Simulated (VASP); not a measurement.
A run of VASP 6.6.1 is set up as follows.

The input INCAR:

```
PREC = Accurate
ENCUT = 600
EDIFF = 1E-8
ISMEAR = -1
SIGMA = 0.15
LREAL = F
LASPH = T
NELM = 100
ALGO = Normal
ISIF = 3
LWAVE = F
LCHARG = T
IBRION = 6
NFREE = 2
POTIM = 0.015
NSW = 1
```

File KPOINTS:

```
Automatic mesh
0
Gamma
  14 14 14
```

POSCAR

```
MgRh
1.0
    2.9168639323      0.0000000000      0.0000000000
    0.0000000000      2.9168639323      0.0000000000
    0.0000000000      0.0000000000      2.9168639323
Mg Rh
1 1
Direct
    0.0000000000      0.0000000000      0.0000000000
    0.5000000000      0.5000000000      0.5000000000
```

Potentials or basis: VASP PAW LDA potentials, release 64 (Mg, Rh_pv).

Launch:

```sh
$ cat potpaw_LDA.64/Mg/POTCAR potpaw_LDA.64/Rh_pv/POTCAR > POTCAR
$ mpirun -np 1 vasp_std > vasp.out
```

(1) What does it give for the elastic constants C11, C12, C44?

(2) Predict the Voigt bulk modulus.

(3) Estimate the highest phonon frequency at Γ.

Results:

(1) 309, 175, 127 GPa.

(2) 220 GPa.

(3) 364 cm⁻¹.

Caveat: the cell is under stress, which shifts elastic constants.
